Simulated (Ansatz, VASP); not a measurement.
Given: the input of a run of Ansatz 0.2.0 on Sc.

input.yaml

```yaml
crystal:
  lattice:
    - [3.2019616822, 0.0, 0.0]
    - [1.5021078373, 2.8441406042, 0.0]
    - [1.5489936237, 0.926446803, 2.6741812389]
  atoms:
    - { symbol: Sc, position: [0.0, 0.0, 0.0] }
kpoints:
  mp_grid: { grid: [10, 10, 10] }
scf:
  occupations: { method: gaussian, width: 0.1 }
hamiltonian:
  xc: pbe
  pseudopotentials: { kind: all_electron, lapw: { basis_error: 0.001 } }
output:
  forces: true
  stress: true
  eigenvalues: true
```

Potentials or basis: all-electron LAPW, scalar-relativistic.

The run is started by

```console
$ ansatz run input.yaml --threads 1 --pin off --max-ram 3072MiB --backend cpu --events-out ev --progress --plain --runs-dir out
```

Question: Translate it to VASP 6.6.1. Potentials there: VASP PAW PBE potentials, release 64 (Sc_sv).

Answer: As run (the cutoff follows the program's own potentials):

File INCAR:

```
PREC = Accurate ; ENCUT = 520
EDIFF = 1E-6 ; ISMEAR = 0
SIGMA = 0.1 ; LREAL = F
LASPH = T ; NELM = 80
ALGO = Fast ; ISIF = 2
LWAVE = F ; LCHARG = F
GGA = PE ; NBANDS = 12
```

File KPOINTS:

```
Automatic mesh
0
Gamma
  10 10 10
```

File POSCAR:

```
Sc
1.0
    3.2019616822      0.0000000000      0.0000000000
    1.5021078373      2.8441406042      0.0000000000
    1.5489936237      0.9264468030      2.6741812389
Sc
1
Direct
    0.0000000000      0.0000000000      0.0000000000
```

Potentials or basis: VASP PAW PBE potentials, release 64 (Sc_sv).

The run is started by

```console
$ cat potpaw_PBE.64/Sc_sv/POTCAR > POTCAR
$ mpirun -np 1 vasp_std > vasp.out
```

Both were run:

|  | VASP | Ansatz | Ansatz less VASP |
| --- | --- | --- | --- |
| gap on the k mesh at the Fermi level (eV) | none | none | - |
| pressure (GPa) | 0.7 | 0.7 | +0.04 |
| traceless stress, the component that is largest in VASP (GPa) | 0.99 | 0.99 | -0.003 |

A gap of «none» marks a metal or a gap that the smearing closes. Ansatz ran all-electron here, and VASP with PAW potentials.
